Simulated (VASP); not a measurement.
Runs of VASP 6.6.1 on Ti. The structure is that of space group Fm-3m (No. 225), or close to it. The cells are those of the table. This isn't the form of Ti at room conditions, which is hcp.

```csv
level,cell,k mesh,smearing,gap on the mesh (eV),pressure (GPa)
PBE,"a = 2.908 Å, angles 60.0°, 1 atom",16 × 16 × 16,fermi-dirac 0.0612256 eV,none,-0.3
PBE,"a = 2.869 Å, angles 60.0°, 1 atom",16 × 16 × 16,fermi-dirac 0.0612256 eV,none,4.4
PBE,"a = 2.849 Å, angles 60.0°, 1 atom",46 × 46 × 46,fermi-dirac 0.0612256 eV,none,7.0
PBE,"a = 2.928 Å, angles 60.0°, 1 atom",16 × 16 × 16,fermi-dirac 0.0612256 eV,none,(b)
PBE,"a = 2.947 Å, angles 60.0°, 1 atom",16 × 16 × 16,fermi-dirac 0.0612256 eV,none,(a)
PBE,"a = 2.869 Å, angles 60.0°, 1 atom",46 × 46 × 46,fermi-dirac 0.0612256 eV,none,4.4
PBE,"a = 2.849 Å, angles 60.0°, 1 atom",16 × 16 × 16,fermi-dirac 0.0612256 eV,none,7.0
r2SCAN,"a = 2.829 Å, angles 60.0°, 1 atom",14 × 14 × 14,fermi-dirac 0.1 eV,none,11.1
PBE,"a = 2.965 Å, angles 60.0°, 1 atom",16 × 16 × 16,fermi-dirac 0.0612256 eV,none,-5.8
PBE,"a = 2.889 Å, angles 60.0°, 1 atom",16 × 16 × 16,fermi-dirac 0.0612256 eV,none,2.0
```

Alike in all rows: task single point; potentials or basis VASP PAW PBE potentials, release 64 (Ti_sv); no spin polarisation; cutoff (eV) 520.

Question: Fill in the values left out.

Answer: (a) -4.1; (b) -2.3.

Caveats: the cell stands under pressure (at least some runs); the cell stands under tension (at least some runs); the PAW data sets were made with another functional, which shifts forces and pressure a little (at least some runs).

A gap of «none» marks levels without a gap at the run's occupations.
